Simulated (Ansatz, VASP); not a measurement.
One calculation of Sn4Se3S, two programs

```
Sn Se S
1.0
     6.08095   -0.07156    0.04456
    -0.07212    6.08130   -0.04595
    -2.95829   -3.05220    6.11197
Sn Se S
4 3 1
Cartesian
  -0.1877 3.0798 0.0640
  -0.0452 0.0454 2.9485
  3.0008 0.1159 0.1089
  2.9679 3.0410 2.8880
  0.0514 2.9873 2.9111
  3.0922 -0.1238 2.9566
  0.0602 -0.0602 0.1447
  0.2120 -0.2128 6.3099
```

Change from the starting cell: cell x1, atoms moved at random (sigma 0.15 Å) and cell strained at random (1.5 %), then relaxed without symmetry.

Alike in both runs: functional PBE; k mesh 4 × 4 × 4; occupations gaussian, width 0.2 eV; no spin polarisation.

Ansatz relaxed the structure, and its values are those at the end. VASP's run is a single point on that final structure, the one shown.

```csv
,VASP,Ansatz
version,VASP 6.6.1,Ansatz 0.2.0
potentials or method,"VASP PAW PBE potentials, release 64 (Sn_d, Se, S), cutoff 520 eV","scalar-relativistic, plane waves, PAW"
valence electrons in the cell,80,110
```

```tsv
	VASP	Ansatz	Ansatz less VASP
gap on the k mesh at the Fermi level (eV)	0.75	0.75	+0.002
least direct gap on the mesh (eV)	0.75	0.75	+0.002
pressure (GPa)	0.0	0.0	+0.01
rms of the force components (eV/Å)	0.012	0.010	-0.0012
```

VASP's potentials hold 80 valence electrons a cell and Ansatz's 110, so a difference there can come from the potentials and not from the codes.
